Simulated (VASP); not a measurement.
Wanted: the native input for a VASP 6.6.1 run.

* Task: single point
* Functional: PBE
* Potentials or basis: VASP PAW PBE potentials, release 64 (Zr_sv, Ti_sv, C)
* Cutoff: 520 eV
* k mesh: 6 × 4 × 4
* Occupations: gaussian, width 0.1 eV
* Spin: no spin polarisation
* Dipole correction: no
* Further INCAR settings: ALGO = Normal; EDIFF = 1e-07; NBANDS = 42

The structure of Zr3TiC4 lies in POSCAR:

```
Zr3TiC4
1.0
    3.4511668400      0.0000000000      0.0000000000
    0.0000000000      4.8806869600      0.0000000000
    0.0000000000      0.0000000000      6.9023336900
Zr Ti C
3 1 4
Direct
    0.0000000000      0.0000000000      0.7500000000
    0.0000000000      0.0000000000      0.2500000000
    0.5000000000      0.5000000000      0.0000000000
    0.5000000000      0.5000000000      0.5000000000
    0.0000000000      0.5000000000      0.2500000000
    0.0000000000      0.5000000000      0.7500000000
    0.5000000000      0.0000000000      0.0000000000
    0.5000000000      0.0000000000      0.5000000000
```

These files were run (other wordings do the same):

INCAR

```
SYSTEM = Zr3TiC4
PREC = Accurate
ENCUT = 520
EDIFF = 1E-7
ISMEAR = 0
SIGMA = 0.1
LREAL = .FALSE.
LASPH = .TRUE.
NELM = 60
ALGO = Normal
ISIF = 2
LWAVE = .FALSE.
LCHARG = .FALSE.
GGA = PE
NBANDS = 42
```

KPOINTS

```
Automatic mesh
0
G
  6 4 4
  0 0 0
```

Potentials or basis: VASP PAW PBE potentials, release 64 (Zr_sv, Ti_sv, C).

Launch:

```console
$ cat potpaw_PBE.64/Zr_sv/POTCAR potpaw_PBE.64/Ti_sv/POTCAR potpaw_PBE.64/C/POTCAR > POTCAR
$ mpirun -np 1 vasp_std > vasp.out
```

It gave:

- Pressure: -25.4 GPa
- Largest force: 0.518 eV/Å
- Band gap on the k mesh: zero (bands 32 and 33 overlap by 1.10 eV)

Caveat: the cell stands under tension.

It took 2.3 min on 1 thread of AMD EPYC 9R45 96-Core Processor (Zen 5), with other jobs on the host, peak memory 0.28 GiB.
